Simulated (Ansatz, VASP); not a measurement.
**Two plane-wave programs on FeCl**

```xyz
4
Lattice="4.7806 0.0000 0.0000 0.0000 3.1636 0.0000 0.0000 0.0000 4.8810" Properties=species:S:1:pos:R:3 pbc="T T T"
Fe    3.5854    0.0000    3.3533
Fe    1.1951    0.0000    1.5278
Cl    3.5854    1.5818    0.9176
Cl    1.1951    1.5818    3.9634
```

Alike in both runs: task single point; functional PBE; k mesh 4 × 6 × 4; occupations gaussian, width 0.1 eV; collinear spin.

|  | VASP | Ansatz |
| --- | --- | --- |
| version | VASP 6.6.1 | Ansatz 0.2.0 |
| potentials or method | VASP PAW PBE potentials, release 64 (Fe, Cl), cutoff 520 eV | scalar-relativistic, plane waves, PAW |
| valence electrons in the cell | 30 | 46 |

```csv
,VASP,Ansatz,Ansatz less VASP
gap on the k mesh at the Fermi level (eV),none,none,-
pressure (GPa),-4.9,-4.8,+0.09
"traceless stress, the component that is largest in VASP (GPa)",-1.30,-1.24,+0.058
rms of the force components (eV/Å),0.349,0.343,-0.0059
net moment per atom (μB),1.58,1.59,+0.005
size of the moment on the site where the two differ most (μB),3.03,3.07,+0.044
```

Site moments also hang on the region over which each program counts them. Atom by atom the forces differ by 0.007 eV/Å (rms over components). A gap of «none» marks a metal or a gap that the smearing closes. The functional is the same, so the differences come from potentials, cutoffs and numerics. VASP's potentials hold 30 valence electrons a cell and Ansatz's 46, so a difference there can come from the potentials and not from the codes.
